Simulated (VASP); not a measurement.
# BN (P2_1) in VASP: further runs

Aim: see how the results for BN move with the level of theory and the settings. Levels: PBE, r2SCAN. Tasks: single point.

All numbers are computed with VASP 6.6.1; they aren't measurements. Logs are shortened: lines on timing, memory, paths and dates and some standing lists are left out, and cuts for length are marked.

## 1. The cell of the first run

It takes space group P2_1 (No. 4, monoclinic). Conventional cell: a = 2.511 Å, b = 4.208 Å, c = 2.544 Å, α = 90.00°, β = 118.71°, γ = 90.00°. Within 2.1 Å of B (site symmetry 1) lie 4 N at 1.55 to 1.58 Å. N (site symmetry 1) has 4 B at 1.55 to 1.58 Å within 2.1 Å.

## 2. Single point, PBE (shear xy strain -3.0%)

INCAR reads:

```
SYSTEM = BN
PREC = Accurate
ENCUT = 520
EDIFF = 1E-7
ISMEAR = -1
SIGMA = 0.02
LREAL = .False.
LASPH = .True.
NELM = 60
ALGO = Normal
ISIF = 2
LWAVE = .False.
LCHARG = .True.
GGA = PE
LELF = .True.
LVHAR = .True.
NBANDS = 16
```

KPOINTS reads:

```
regular mesh
0
Gamma
  12 12 6
  0 0 0
```

POSCAR reads:

```
BN
1.0
    2.5439500013     -0.0381592500      0.0000000000
   -1.3050218806      2.2222049521      0.0000000000
    0.0000000000      0.0000000000      4.2078153363
B N
2 2
Direct
    0.3327892980      0.6667814970      0.0002324653
    0.6672107020      0.3332185030      0.5002324653
    0.3356412001      0.6668678577      0.3747675347
    0.6643587999      0.3331321423      0.8747675347
```

Potentials or basis: VASP PAW PBE potentials, release 64 (B, N).

Run with:

```
$ cat potpaw_PBE.64/B/POTCAR potpaw_PBE.64/N/POTCAR > POTCAR
$ mpirun -np 1 vasp_std > vasp.out
```

OUTCAR:

```text
SYSTEM = BN
   PREC = Accurate
   ENCUT = 520
   EDIFF = 1E-7
   ISMEAR = -1
   LREAL = .False.
   LASPH = .True.
   NELM = 60
   ISIF = 2
   GGA = PE

 ion  position               nearest neighbor table
   1  0.333  0.667  0.000-   4 1.55   4 1.56   4 1.58   3 1.58
   2  0.667  0.333  0.500-   3 1.55   3 1.56   3 1.58   4 1.58
   3  0.336  0.667  0.375-   2 1.55   2 1.56   2 1.58   1 1.58
   4  0.664  0.333  0.875-   1 1.55   1 1.56   1 1.58   2 1.58

  LATTYP: Found a simple monoclinic cell.
 ALAT       =     2.5109756106
 B/A-ratio  =     1.6757690989
 C/A-ratio  =     1.0132460741
 COS(beta)  =    -0.4803040536

  Lattice vectors:

 A1 = (   1.2389281207,   2.1840457021,   0.0000000000)
 A2 = (   0.0000000000,   0.0000000000,  -4.2078153363)
 A3 = (  -2.5439500013,   0.0381592500,   0.0000000000)

Analysis of symmetry for initial positions (statically):
=====================================================================
 Subroutine PRICEL returns:
 Original cell was already a primitive cell.

 Routine SETGRP: Setting up the symmetry group for a
 simple monoclinic supercell.

 Subroutine GETGRP returns: Found  2 space group operations
 (whereof  1 operations were pure point group operations)
 out of a pool of  4 trial point group operations.

The static configuration has the point symmetry C_1 .
 The point group associated with its full space group is C_2 .

Analysis of symmetry for dynamics (positions and initial velocities):
=====================================================================
 Subroutine PRICEL returns:
 Original cell was already a primitive cell.

 Routine SETGRP: Setting up the symmetry group for a
 simple monoclinic supercell.

 Subroutine GETGRP returns: Found  2 space group operations
 (whereof  1 operations were pure point group operations)
 out of a pool of  4 trial point group operations.

The dynamic configuration has the point symmetry C_1 .
 The point group associated with its full space group is C_2 .

 Subroutine INISYM returns: Found  2 space group operations
 (whereof  1 operations are pure point group operations),
 and found     1 'primitive' translations

----------------------------------------------------------------------------------------

                                     Primitive cell

  volume of cell :      23.5780

  direct lattice vectors                    reciprocal lattice vectors
     2.543950001 -0.038159250  0.000000000     0.396582973  0.232899066  0.000000000
    -1.305021881  2.222204952  0.000000000     0.006810042  0.454002792  0.000000000
     0.000000000  0.000000000  4.207815336     0.000000000  0.000000000  0.237653015

  length of vectors
     2.544236180  2.577067511  4.207815336     0.459913067  0.454053865  0.237653015

  position of ions in fractional coordinates (direct lattice)
     0.332789298  0.666781497  0.000232465
     0.667210702  0.333218503  0.500232465
     0.335641200  0.666867858  0.374767535
     0.664358800  0.333132142  0.874767535

  ion indices of the primitive-cell ions
   primitive index   ion index
                 1           1
                 2           2
                 3           3
                 4           4

----------------------------------------------------------------------------------------

 KPOINTS: regular mesh

Automatic generation of k-mesh.
 Grid dimensions read from file:
 generate k-points for:   12   12    6

 Generating k-lattice:

  Cartesian coordinates                     Fractional coordinates (reciprocal lattice)
     0.033048581  0.019408255  0.000000000     0.083333333  0.000000000  0.000000000
     0.000567503  0.037833566  0.000000000    -0.000000000  0.083333333  0.000000000
     0.000000000  0.000000000  0.039608836     0.000000000  0.000000000  0.166666667

  Length of vectors
     0.038326089  0.037837822  0.039608836

  Shift w.r.t. Gamma in fractional coordinates (k-lattice)
     0.000000000  0.000000000  0.000000000

 Subroutine IBZKPT returns following result:
 ===========================================

 Found    296 irreducible k-points:

 Following reciprocal coordinates:
            Coordinates               Weight
  0.000000  0.000000  0.000000      1.000000
  0.083333  0.000000  0.000000      2.000000
  0.166667  0.000000  0.000000      2.000000
  0.250000  0.000000  0.000000      2.000000
  0.333333  0.000000  0.000000      2.000000
  0.416667  0.000000  0.000000      2.000000
[... 16 lines left out ...]
  0.250000  0.166667  0.000000      2.000000
  0.333333  0.166667  0.000000      2.000000
 [... further k-points ...]
   k-points           NKPTS =    296   k-points in BZ     NKDIM =    296   number of bands    NBANDS=     16
   number of dos      NEDOS =    301   number of ions     NIONS =      4
   total plane-waves  NPLWV =  12800
   dimension x,y,z NGX =    20 NGY =   20 NGZ =   32
   dimension x,y,z NGXF=    40 NGYF=   40 NGZF=   64
   ions per type =               2   2
   NGX,Y,Z   is equivalent  to a cutoff of  13.07, 12.90, 12.64 a.u.
   NGXF,Y,Z  is equivalent  to a cutoff of  26.14, 25.80, 25.29 a.u.
 SYSTEM =  BN
   PREC   = accura    normal or accurate (medium, high low for compatibility)
   ISTART =      0    job   : 0-new  1-cont  2-samecut
   ICHARG =      2    charge: 1-file 2-atom 10-const
   ISPIN  =      1    spin polarized calculation?
   LNONCOLLINEAR =      F non collinear calculations
   LSORBIT =      F    spin-orbit coupling
   LASPH  =      T    aspherical Exc in radial PAW
   ENCUT  =  520.0 eV  38.22 Ry    6.18 a.u.   4.73  4.79  7.82*2*pi/ulx,y,z
   NELM   =     60;   NELMIN=  2; NELMDL= -5     # of ELM steps
   EDIFF  = 0.1E-06   stopping-criterion for ELM
   LREAL  =      F    real-space projection
   EDIFFG = 0.1E-05   stopping-criterion for IOM
   NSW    =      0    number of steps for IOM
   IBRION =     -1    ionic relax: 0-MD 1-quasi-New 2-CG
   NFREE  =      0    steps in history (QN), initial steepest desc. (CG)
   ISIF   =      2    stress and relaxation
   ISYM   =      2    0-nonsym 1-usesym 2-fastsym
   POTIM  = 0.5000    time-step for ionic-motion
   TEBEG  =    0.0;   TEEND  =   0.0 temperature during run
   PSTRESS=    0.0 pullay stress
   NELECT =      16.0000    total number of electrons
   NUPDOWN=      -1.0000    fix difference up-down
   EMIN   =  10.00;   EMAX   =-10.00  energy-range for DOS
   EFERMI =   0.00;   METHOD = LEGACY
   ISMEAR =    -1;   SIGMA  =   0.02  broadening in eV -4-tet -1-fermi 0-gaus
   EFERMI_NEDOS =   21; number of points for ismear=-14 and -15
   IALGO  =     38    algorithm
   IMIX   =      4    mixing-type and parameters
     AMIX     =   0.40;   BMIX     =  1.00
     AMIX_MAG =   1.60;   BMIX_MAG =  1.00
  volume/ion in A,a.u.               =       5.89        39.78
  Fermi-wavevector in a.u.,A,eV,Ry     =   1.438619  2.718597 28.158969  2.069626
  Thomas-Fermi vector in A             =   2.557566
   LORBIT       =      0    0 simple, 1 ext, 2 COOP (PROOUT), +10 PAW based schemes
   GGA     = PE    functional components
   LHFCALC =     F    Hartree Fock is set to
   AEXX    =    0.0000 exact exchange contribution
   IVDW    =     0    specifies the selected vdW correction
   LEPSILON=     F    determine dielectric tensor
   LRPA    =     F    only Hartree local field effects (RPA)
 non-spin polarized calculation
  energy-cutoff  :      520.00
  volume of cell :       23.58
 maximum number of plane-waves:       650
   NGX =  9   NGY =  9   NGZ = 15

 number of electron      15.9999998 magnetization

 Free energy of the ion-electron system (eV)
  ---------------------------------------------------
  ext. energy  EPLUGINS =         0.00000000
  ---------------------------------------------------
  free energy    TOTEN  =       -34.80042342 eV

  energy without entropy =      -34.80042342  energy(sigma->0) =      -34.80042342

 E-fermi :   8.1161     XC(G=0): -12.8233

 val. band max:        7.6980955070   @ k =   0.0000   0.0000   0.0000
 cond. band min:      12.7741492283   @ k =   0.3333   0.3333   0.0000
 fundamental gap:      5.0760537213
 Fermi energy:         8.1160997103

 k-point     1 :       0.0000    0.0000    0.0000
  band No.  band energies     occupation
      1     -12.8457      2.00000
      2      -8.6834      2.00000
      3      -3.3545      2.00000
      4       5.3191      2.00000
      5       5.5953      2.00000
      6       7.3161      2.00000
[... 8 lines left out ...]
     15      19.8095      0.00000
     16      23.8386      0.00000

 k-point     2 :       0.0833    0.0000    0.0000
  band No.  band energies     occupation
      1     -12.6898      2.00000
      2      -8.5625      2.00000
      3      -3.2004      2.00000
      4       4.8802      2.00000
      5       5.0585      2.00000
      6       7.0956      2.00000
[... 8 lines left out ...]
     15      20.0036      0.00000
     16      23.6185      0.00000

 k-point     3 :       0.1667    0.0000    0.0000
  band No.  band energies     occupation
      1     -12.2267      2.00000
      2      -8.2159      2.00000
      3      -2.7438      2.00000
      4       3.2636      2.00000
      5       4.3262      2.00000
      6       5.6969      2.00000
[... 8 lines left out ...]
     15      21.1288      0.00000
     16      23.0384      0.00000

 k-point     4 :       0.2500    0.0000    0.0000
  band No.  band energies     occupation
      1     -11.4737      2.00000
      2      -7.7052      2.00000
      3      -2.0068      2.00000
      4       1.2872      2.00000
      5       3.5372      2.00000
      6       3.9235      2.00000
[... 8 lines left out ...]
     15      22.5462      0.00000
     16      23.3381      0.00000
[... 324 lines left out ...]
 k-point    22 :       0.1667    0.1667    0.0000
  band No.  band energies     occupation
      1     -11.0355      2.00000
      2      -7.4462      2.00000
      3      -1.5756      2.00000
      4       0.9236      2.00000
      5       1.9089      2.00000
      6       3.9042      2.00000
[... 8 lines left out ...]
     15      23.1256      0.00000
     16      23.6264      0.00000

 k-point    23 :       0.2500    0.1667    0.0000
  band No.  band energies     occupation
      1     -10.0546      2.00000
      2      -7.0224      2.00000
      3      -0.6315      2.00000
      4      -0.2839      2.00000
      5       0.7113      2.00000
      6       2.7041      2.00000
[... 8 lines left out ...]
     15      22.9424      0.00000
     16      24.0182      0.00000

 k-point    24 :       0.3333    0.1667    0.0000
  band No.  band energies     occupation
      1      -8.9558      2.00000
      2      -6.9691      2.00000
      3      -1.3062      2.00000
      4       0.1201      2.00000
      5       0.5247      2.00000
      6       1.5354      2.00000
[... 8 lines left out ...]
     15      23.5758      0.00000
     16      24.1668      0.00000

 [... further k-points ...]

------------------------ aborting loop because EDIFF is reached ----------------------------------------

  FORCE on cell =-STRESS in cart. coord.  units (eV):
  Direction    XX          YY          ZZ          XY          YZ          ZX
  --------------------------------------------------------------------------------------
  -------------------------------------------------------------------------------------
  Total        0.7599801      0.8200007      0.7047646      1.8067545      0.0000000      0.0000000
  in kB       51.6423595     55.7208957     47.8903421    122.7730394      0.0000000      0.0000000
  external PRESSURE =      51.7511991 kB  Pullay stress =       0.0000000 kB

 VOLUME and BASIS-vectors are now :
 -----------------------------------------------------------------------------
  energy-cutoff  :      520.00
  volume of cell :       23.58
      direct lattice vectors                 reciprocal lattice vectors
     2.543950001 -0.038159250  0.000000000     0.396582973  0.232899066  0.000000000
    -1.305021881  2.222204952  0.000000000     0.006810042  0.454002792  0.000000000
     0.000000000  0.000000000  4.207815336     0.000000000  0.000000000  0.237653015

 POSITION                                       TOTAL-FORCE (eV/Angst)
 -----------------------------------------------------------------------------------
     -0.02357      1.46903      0.00098         0.028360     -0.000818      0.009601
      1.26249      0.71502      2.10489        -0.028360      0.000818      0.009601
     -0.01642      1.46911      1.57695         0.025121     -0.000746     -0.009601
      1.25535      0.71494      3.68086        -0.025121      0.000746     -0.009601
 -----------------------------------------------------------------------------------
    total drift:                               -0.000000     -0.000000     -0.000185

  FREE ENERGIE OF THE ION-ELECTRON SYSTEM (eV)
  ---------------------------------------------------
  free  energy   TOTEN  =       -34.8004234176 eV

  energy  without entropy=      -34.8004234176  energy(sigma->0) =      -34.80042342
```

It took 45 s on 1 thread of Intel Xeon 6975P-C, shared host; peak memory 0.21 GiB.

What came out:

- Free energy: -34.8004 eV
- Pressure: 5.2 GPa
- Largest force: 0.030 eV/Å
- Band gap on the k mesh: 5.08 eV, indirect (least direct gap 7.94 eV)

Forces on the atoms (eV/Å):
```
B    0.028 -0.001  0.010
B   -0.028  0.001  0.010
N    0.025 -0.001 -0.010
N   -0.025  0.001 -0.010
```

Stress tensor (GPa, compression positive):
```
 5.16 12.28  0.00
12.28  5.57  0.00
 0.00  0.00  4.79
```

Caveat: the cell differs from its parent crystal (shear xy strain -3.0%).

[end of part 1 of 2]
